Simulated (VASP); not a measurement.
A run of VASP 6.6.1:

Contents of INCAR:

```
PREC = Accurate ; ENCUT = 520
EDIFF = 1E-7 ; ISMEAR = 0
SIGMA = 0.05 ; LREAL = False
LASPH = True ; NELM = 60
ALGO = Normal ; ISIF = 2
LWAVE = False ; LCHARG = False
GGA = PE ; NBANDS = 11
```

File KPOINTS:

```
regular mesh
0
Gamma
  10 10 10
```

Contents of POSCAR:

```
MgO
1.0
    0.0000000000      2.1351500000      2.1351500000
    2.1351500000      0.0000000000      2.1351500000
    2.1351500000      2.1351500000      0.0000000000
Mg O
1 1
Direct
    0.0000000000      0.0000000000      0.0000000000
    0.5234175585      0.4297473245      0.4765824415
```

Potentials or basis: VASP PAW PBE potentials, release 64 (Mg, O).

The run is started by

```console
$ cat potpaw_PBE.64/Mg/POTCAR potpaw_PBE.64/O/POTCAR > POTCAR
$ mpirun -np 1 vasp_std > vasp.out
```

Hardware: 1 thread of Intel Xeon 8259CL, on a shared host.

Estimate the wall time of this run.

Run time: 68 s on 1 thread of Intel Xeon 8259CL, with other jobs on the host, peak memory 0.19 GiB. Counts: scf iterations 13, k points 282.
